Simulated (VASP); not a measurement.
# TaF3 (Pm-3m) in VASP: a series of runs

TaF3 is run at these levels: PBE; tasks: relaxation of cell and atoms.

Program: VASP 6.6.1. These are calculated values, not measurements. Logs are shortened: lines on timing, memory, paths and dates and some standing lists are left out, and cuts for length are marked.

### Step 1. The cell of the first run

The structure is cubic, space group Pm-3m (No. 221). Conventional cell: a = 3.901 Å, b = 3.901 Å, c = 3.901 Å, α = 90.00°, β = 90.00°, γ = 90.00°. Within 2.6 Å of Ta (site symmetry m-3m) lie 6 F at 1.95 Å. F (site symmetry 4/mmm) has 2 Ta at 1.95 Å within 2.6 Å.

### Step 2. Relaxation of cell and atoms, PBE, target pressure 5 GPa, at which the enthalpy is minimised

INCAR reads:

```
PREC     = Accurate       # precision mode
ENCUT    = 600            # plane-wave cutoff, eV
EDIFF    = 1E-7           # SCF threshold, eV
ISMEAR   = -1             # smearing method
SIGMA    = 0.05           # smearing width, eV
LREAL    = F              # projectors in reciprocal space
LASPH    = T              # aspherical terms in the spheres
NELM     = 60             # most SCF steps
ALGO     = Normal         # electronic algorithm
ISIF     = 3              # what is computed and relaxed
LWAVE    = F              # write WAVECAR
LCHARG   = F              # write CHGCAR
GGA      = PE             # functional
IBRION   = 2              # ionic algorithm
NSW      = 60             # ionic steps
EDIFFG   = -0.01          # ionic threshold
PSTRESS  = 50.0
```

KPOINTS reads:

```
Automatic mesh
0
Gamma
  7 7 7
```

POSCAR reads:

```
TaF3
1.0
    3.9012000000      0.0000000000      0.0000000000
    0.0000000000      3.9012000000      0.0000000000
    0.0000000000      0.0000000000      3.9012000000
Ta F
1 3
Direct
    0.0000000000      0.0000000000      0.0000000000
    0.0000000000      0.0000000000      0.5000000000
    0.0000000000      0.5000000000      0.0000000000
    0.5000000000      0.0000000000      0.0000000000
```

Potentials or basis: VASP PAW PBE potentials, release 64 (Ta_pv, F).

On the command line:

```bash
cat potpaw_PBE.64/Ta_pv/POTCAR potpaw_PBE.64/F/POTCAR > POTCAR
mpirun -np 1 vasp_std > vasp.out
```

OUTCAR:

```text
PREC = Accurate
   ENCUT = 600
   EDIFF = 1E-7
   ISMEAR = -1
   LREAL = F
   LASPH = T
   NELM = 60
   ISIF = 3
   GGA = PE
   IBRION = 2
   NSW = 60
   EDIFFG = -0.01
   PSTRESS = 50.0

 ion  position               nearest neighbor table
   1  0.000  0.000  0.000-   2 1.95   3 1.95   4 1.95   2 1.95   3 1.95   4 1.95
   2  0.000  0.000  0.500-   1 1.95   1 1.95
   3  0.000  0.500  0.000-   1 1.95   1 1.95
   4  0.500  0.000  0.000-   1 1.95   1 1.95

  LATTYP: Found a simple cubic cell.
 ALAT       =     3.9012000000

  Lattice vectors:

 A1 = (   3.9012000000,   0.0000000000,   0.0000000000)
 A2 = (   0.0000000000,   3.9012000000,   0.0000000000)
 A3 = (   0.0000000000,   0.0000000000,   3.9012000000)

Analysis of symmetry for initial positions (statically):
=====================================================================
 Subroutine PRICEL returns:
 Original cell was already a primitive cell.

 Routine SETGRP: Setting up the symmetry group for a
 simple cubic supercell.

 Subroutine GETGRP returns: Found 48 space group operations
 (whereof 48 operations were pure point group operations)
 out of a pool of 48 trial point group operations.

The static configuration has the point symmetry O_h .

Analysis of symmetry for dynamics (positions and initial velocities):
=====================================================================
 Subroutine PRICEL returns:
 Original cell was already a primitive cell.

 Routine SETGRP: Setting up the symmetry group for a
 simple cubic supercell.

 Subroutine GETGRP returns: Found 48 space group operations
 (whereof 48 operations were pure point group operations)
 out of a pool of 48 trial point group operations.

The dynamic configuration has the point symmetry O_h .

 Subroutine INISYM returns: Found 48 space group operations
 (whereof 48 operations are pure point group operations),
 and found     1 'primitive' translations

----------------------------------------------------------------------------------------

                                     Primitive cell

  volume of cell :      59.3738

  direct lattice vectors                    reciprocal lattice vectors
     3.901200000  0.000000000  0.000000000     0.256331385  0.000000000  0.000000000
     0.000000000  3.901200000  0.000000000     0.000000000  0.256331385  0.000000000
     0.000000000  0.000000000  3.901200000     0.000000000  0.000000000  0.256331385

  length of vectors
     3.901200000  3.901200000  3.901200000     0.256331385  0.256331385  0.256331385

  position of ions in fractional coordinates (direct lattice)
     0.000000000  0.000000000  0.000000000
     0.000000000  0.000000000  0.500000000
     0.000000000  0.500000000  0.000000000
     0.500000000  0.000000000  0.000000000

  ion indices of the primitive-cell ions
   primitive index   ion index
                 1           1
                 2           2
                 3           3
                 4           4

----------------------------------------------------------------------------------------

 KPOINTS: Automatic mesh

Automatic generation of k-mesh.
 Grid dimensions read from file:
 generate k-points for:    7    7    7

 Generating k-lattice:

  Cartesian coordinates                     Fractional coordinates (reciprocal lattice)
     0.036618769  0.000000000  0.000000000     0.142857143  0.000000000  0.000000000
     0.000000000  0.036618769  0.000000000     0.000000000  0.142857143  0.000000000
     0.000000000  0.000000000  0.036618769     0.000000000  0.000000000  0.142857143

  Length of vectors
     0.036618769  0.036618769  0.036618769

  Shift w.r.t. Gamma in fractional coordinates (k-lattice)
     0.000000000  0.000000000  0.000000000

 Subroutine IBZKPT returns following result:
 ===========================================

 Found     20 irreducible k-points:

 Following reciprocal coordinates:
            Coordinates               Weight
  0.000000  0.000000  0.000000      1.000000
  0.142857  0.000000  0.000000      6.000000
  0.285714  0.000000  0.000000      6.000000
  0.428571  0.000000  0.000000      6.000000
  0.142857  0.142857  0.000000     12.000000
  0.285714  0.142857  0.000000     24.000000
[... 12 lines left out ...]
  0.428571  0.428571  0.285714     24.000000
  0.428571  0.428571  0.428571      8.000000
   k-points           NKPTS =     20   k-points in BZ     NKDIM =     20   number of bands    NBANDS=     20
   number of dos      NEDOS =    301   number of ions     NIONS =      4
   total plane-waves  NPLWV =  32768
   dimension x,y,z NGX =    32 NGY =   32 NGZ =   32
   dimension x,y,z NGXF=    64 NGYF=   64 NGZF=   64
   ions per type =               1   3
   NGX,Y,Z   is equivalent  to a cutoff of  13.64, 13.64, 13.64 a.u.
   NGXF,Y,Z  is equivalent  to a cutoff of  27.27, 27.27, 27.27 a.u.
 SYSTEM =  unknown system
   PREC   = accura    normal or accurate (medium, high low for compatibility)
   ISTART =      0    job   : 0-new  1-cont  2-samecut
   ICHARG =      2    charge: 1-file 2-atom 10-const
   ISPIN  =      1    spin polarized calculation?
   LNONCOLLINEAR =      F non collinear calculations
   LSORBIT =      F    spin-orbit coupling
   LASPH  =      T    aspherical Exc in radial PAW
   ENCUT  =  600.0 eV  44.10 Ry    6.64 a.u.   7.79  7.79  7.79*2*pi/ulx,y,z
   NELM   =     60;   NELMIN=  2; NELMDL= -5     # of ELM steps
   EDIFF  = 0.1E-06   stopping-criterion for ELM
   LREAL  =      F    real-space projection
   EDIFFG = -.1E-01   stopping-criterion for IOM
   NSW    =     60    number of steps for IOM
   IBRION =      2    ionic relax: 0-MD 1-quasi-New 2-CG
   NFREE  =      1    steps in history (QN), initial steepest desc. (CG)
   ISIF   =      3    stress and relaxation
   ISYM   =      2    0-nonsym 1-usesym 2-fastsym
   POTIM  = 0.5000    time-step for ionic-motion
   TEBEG  =    0.0;   TEEND  =   0.0 temperature during run
   PSTRESS=   50.0 pullay stress
   NELECT =      32.0000    total number of electrons
   NUPDOWN=      -1.0000    fix difference up-down
   EMIN   =  10.00;   EMAX   =-10.00  energy-range for DOS
   EFERMI =   0.00;   METHOD = LEGACY
   ISMEAR =    -1;   SIGMA  =   0.05  broadening in eV -4-tet -1-fermi 0-gaus
   EFERMI_NEDOS =   21; number of points for ismear=-14 and -15
   IALGO  =     38    algorithm
   IMIX   =      4    mixing-type and parameters
     AMIX     =   0.40;   BMIX     =  1.00
     AMIX_MAG =   1.60;   BMIX_MAG =  1.00
  volume/ion in A,a.u.               =      14.84       100.17
  Fermi-wavevector in a.u.,A,eV,Ry     =   1.332273  2.517631 24.149685  1.774952
  Thomas-Fermi vector in A             =   2.461221
   LORBIT       =      0    0 simple, 1 ext, 2 COOP (PROOUT), +10 PAW based schemes
   GGA     = PE    functional components
   LHFCALC =     F    Hartree Fock is set to
   AEXX    =    0.0000 exact exchange contribution
   IVDW    =     0    specifies the selected vdW correction
   LEPSILON=     F    determine dielectric tensor
   LRPA    =     F    only Hartree local field effects (RPA)
 conjugate gradient relaxation of ions
 non-spin polarized calculation
  energy-cutoff  :      600.00
  volume of cell :       59.37
 maximum number of plane-waves:      1999
 NGX is ok and might be reduce to    32
   NGX = 15   NGY = 15   NGZ = 15

--------------------------------------- Ionic step        1  -------------------------------------------

 number of electron      31.9999957 magnetization

 Free energy of the ion-electron system (eV)
  ---------------------------------------------------
  ext. energy  EPLUGINS =         0.00000000
  ---------------------------------------------------
  free energy    TOTEN  =       -26.01857873 eV

  energy without entropy =      -25.98567564  energy(sigma->0) =      -26.00212719

------------------------ aborting loop because EDIFF is reached ----------------------------------------

  FORCE on cell =-STRESS in cart. coord.  units (eV):
  Direction    XX          YY          ZZ          XY          YZ          ZX
  --------------------------------------------------------------------------------------
  -------------------------------------------------------------------------------------
  Total        9.6507738      9.6507738      9.6507738      0.0000000     -0.0000000      0.0000000
  in kB      260.4222411    260.4222411    260.4222411      0.0000000     -0.0000000      0.0000000
  external PRESSURE =     210.4222411 kB  Pullay stress =      50.0000000 kB

 VOLUME and BASIS-vectors are now :
 -----------------------------------------------------------------------------
  energy-cutoff  :      600.00
  volume of cell :       59.37
      direct lattice vectors                 reciprocal lattice vectors
     3.901200000  0.000000000  0.000000000     0.256331385  0.000000000  0.000000000
     0.000000000  3.901200000  0.000000000     0.000000000  0.256331385  0.000000000
     0.000000000  0.000000000  3.901200000     0.000000000  0.000000000  0.256331385

 POSITION                                       TOTAL-FORCE (eV/Angst)
 -----------------------------------------------------------------------------------
      0.00000      0.00000      0.00000         0.000000      0.000000      0.000000
      0.00000      0.00000      1.95060         0.000000      0.000000      0.000000
      0.00000      1.95060      0.00000         0.000000      0.000000      0.000000
      1.95060      0.00000      0.00000         0.000000      0.000000      0.000000
 -----------------------------------------------------------------------------------
    total drift:                                0.000000      0.000000     -0.000000

  FREE ENERGIE OF THE ION-ELECTRON SYSTEM (eV)
  ---------------------------------------------------
  free  energy   TOTEN  =       -26.0185787329 eV
[... 68 lines left out ...]
 POSITION                                       TOTAL-FORCE (eV/Angst)
 -----------------------------------------------------------------------------------
      0.00000      0.00000      0.00000        -0.000000      0.000000      0.000000
     -0.00000     -0.00000      2.03623        -0.000000     -0.000000      0.000000
      0.00000      2.03623      0.00000         0.000000      0.000000      0.000000
      2.03623      0.00000      0.00000        -0.000000      0.000000      0.000000
 -----------------------------------------------------------------------------------
    total drift:                                0.000000      0.000000     -0.000000

  FREE ENERGIE OF THE ION-ELECTRON SYSTEM (eV)
  ---------------------------------------------------
  free  energy   TOTEN  =       -26.7390482699 eV

  energy  without entropy=      -26.7023277020  energy(sigma->0) =      -26.72068799

  enthalpy is  TOTEN    =       -24.6312404189 eV   P V=        2.1078078510

--------------------------------------- Ionic step        4  -------------------------------------------

 number of electron      32.0000046 magnetization

 Free energy of the ion-electron system (eV)
  ---------------------------------------------------
  ext. energy  EPLUGINS =         0.00000000
  ---------------------------------------------------
  free energy    TOTEN  =       -26.73355437 eV

  energy without entropy =      -26.69689212  energy(sigma->0) =      -26.71522324

 E-fermi :   3.6768     XC(G=0):  -8.4628

 val. band max:        3.6601162429   @ k =   0.2857   0.1429   0.1429
 cond. band min:       3.6818372075   @ k =   0.2857   0.2857   0.1429
 fundamental gap:      0.0217209646
 Fermi energy:         3.6767700487

 k-point     1 :       0.0000    0.0000    0.0000
  band No.  band energies     occupation
      1     -33.2669      2.00000
      2     -33.2669      2.00000
      3     -33.2669      2.00000
      4     -24.3201      2.00000
      5     -24.0236      2.00000
      6     -24.0236      2.00000
[... 12 lines left out ...]
     19       3.4769      1.96392
     20       5.6547      0.00000

 k-point     2 :       0.1429    0.0000    0.0000
  band No.  band energies     occupation
      1     -33.3056      2.00000
      2     -33.2664      2.00000
      3     -33.2664      2.00000
      4     -24.2757      2.00000
      5     -24.0231      2.00000
      6     -23.9293      2.00000
[... 439 lines left out ...]
 VOLUME and BASIS-vectors are now :
 -----------------------------------------------------------------------------
  energy-cutoff  :      600.00
  volume of cell :       67.36
      direct lattice vectors                 reciprocal lattice vectors
     4.068744849  0.000000000  0.000000000     0.245776041 -0.000000000  0.000000000
     0.000000000  4.068744849  0.000000000    -0.000000000  0.245776041  0.000000000
    -0.000000000 -0.000000000  4.068744849    -0.000000000 -0.000000000  0.245776041

 POSITION                                       TOTAL-FORCE (eV/Angst)
 -----------------------------------------------------------------------------------
      0.00000      0.00000      0.00000        -0.000000      0.000000      0.000000
     -0.00000     -0.00000      2.03437        -0.000000     -0.000000      0.000000
      0.00000      2.03437      0.00000         0.000000      0.000000      0.000000
      2.03437      0.00000      0.00000        -0.000000      0.000000      0.000000
 -----------------------------------------------------------------------------------
    total drift:                                0.000000      0.000000     -0.000000

  FREE ENERGIE OF THE ION-ELECTRON SYSTEM (eV)
  ---------------------------------------------------
  free  energy   TOTEN  =       -26.7335543652 eV

  energy  without entropy=      -26.6968921221  energy(sigma->0) =      -26.71522324

  enthalpy is  TOTEN    =       -24.6315152639 eV   P V=        2.1020391014

 reached required accuracy - stopping structural energy minimisation
```

It took 38 s on 1 thread of AMD EPYC 9R45 (Zen 5), shared host; peak memory 0.16 GiB.

Results:

```yaml
Free_energy: -26.7336 eV
Relaxed_volume: 16.84 Å³/atom
Relaxed_cell: a = 4.069 Å, b = 4.069 Å, c = 4.069 Å, α = 90.00°, β = 90.00°, γ = 90.00°
Space_group_after_relaxing_to_0.05_Å: Pm-3m (No. 221)
Energy_change_on_relaxing_the_enthalpy_is_what_falls: -178.7 meV/atom
Ionic_steps: 4
Pressure_after_relaxing: 4.9 GPa
Band_gap_on_the_k_mesh: zero (band 16 reaches 4.94 eV, above the bottom of band 17 at 2.69 eV)
```

The path:
| step | energy change (eV) | largest force (eV/Å) | pressure (GPa) | volume (Å³) |
| --- | --- | --- | --- | --- |
| 1 | 0.0000 | 0.0000 | 26.04 | 59.37 |
| 2 | -0.5373 | 0.0000 | -8.67 | 77.75 |
| 3 | -0.7205 | 0.0000 | 4.59 | 67.54 |
| 4 | -0.7150 | 0.0000 | 4.94 | 67.36 |

Final structure:
```
CELL_PARAMETERS angstrom
4.06874 0.00000 0.00000
0.00000 4.06874 0.00000
0.00000 0.00000 4.06874
ATOMIC_POSITIONS crystal
Ta 0.00000 0.00000 0.00000
F 0.00000 0.00000 0.50000
F 0.00000 0.50000 0.00000
F 0.50000 0.00000 0.00000
```

Caveat: the cell is relaxed towards a set pressure, so the enthalpy falls and the energy may rise; spin-orbit coupling is left out, which moves the levels of the heavy elements. PBE usually gives volumes a little too large and moduli too small.

### Step 3. Relaxation of cell and atoms, PBE, target pressure 10 GPa, at which the enthalpy is minimised

INCAR reads:

```
SYSTEM = TaF3
PREC = Accurate
ENCUT = 600
EDIFF = 1E-6
ISMEAR = -1
SIGMA = 0.05
LREAL = .FALSE.
LASPH = .TRUE.
NELM = 60
ALGO = Normal
ISIF = 3
LWAVE = .FALSE.
LCHARG = .FALSE.
GGA = PE
IBRION = 2
NSW = 60
EDIFFG = -0.01
PSTRESS = 100.0
```

KPOINTS reads:

```
Automatic mesh
0
G
  7 7 7
  0 0 0
```

POSCAR is that of step 2.

Potentials or basis: VASP PAW PBE potentials, release 64 (Ta_pv, F).

On the command line:

```bash
cat potpaw_PBE.64/Ta_pv/POTCAR potpaw_PBE.64/F/POTCAR > POTCAR
mpirun -np 1 vasp_std > vasp.out
```

It took 33 s on 1 thread of AMD EPYC 9R45 (Zen 5), shared host; peak memory 0.17 GiB.

It converged, with:

```
Free energy                                            : -26.6225 eV
Relaxed volume                                         : 16.24 Å³/atom
Relaxed cell                                           : a = 4.020 Å, b = 4.020 Å, c = 4.020 Å, α = 90.00°, β = 90.00°, γ = 90.00°
Space group after relaxing (to 0.05 Å)                 : Pm-3m (No. 221)
Energy change on relaxing (the enthalpy is what falls) : -151.0 meV/atom
Ionic steps                                            : 4
Pressure after relaxing                                : 10.0 GPa
Band gap on the k mesh                                 : zero (band 16 reaches 5.40 eV, above the bottom of band 17 at 2.99 eV)
```

Step by step:
```csv
step,energy change (eV),largest force (eV/Å),pressure (GPa),volume (Å³)
1,0.0000,0.0000,26.04,59.37
2,-0.7233,0.0000,-3.83,73.08
3,-0.6123,0.0000,9.65,65.08
4,-0.6039,0.0000,9.96,64.94
```

Final structure:
```yaml
crystal:
  lattice:
    - [4.01950, 0.00000, 0.00000]
    - [0.00000, 4.01950, 0.00000]
    - [0.00000, 0.00000, 4.01950]
  atoms:
    - { symbol: Ta, position: [0.00000, 0.00000, 0.00000] }
    - { symbol: F, position: [0.00000, 0.00000, 0.50000] }
    - { symbol: F, position: [0.00000, 0.50000, 0.00000] }
    - { symbol: F, position: [0.50000, 0.00000, 0.00000] }
```

Levels at points of the mesh, in eV from the Fermi level:
| k point | band 14 | band 15 | band 16 | band 17 | band 18 | band 19 |
| --- | --- | --- | --- | --- | --- | --- |
| (0.00, 0.00, 0.00) | -8.60 | -8.60 | -1.05 | -1.05 | -1.05 | -0.27 |

Caveat: the cell is relaxed towards a set pressure, so the enthalpy falls and the energy may rise; spin-orbit coupling is left out, which moves the levels of the heavy elements. Zero-point motion and thermal expansion aren't in these numbers.

(Continued in part 2 of 2.)
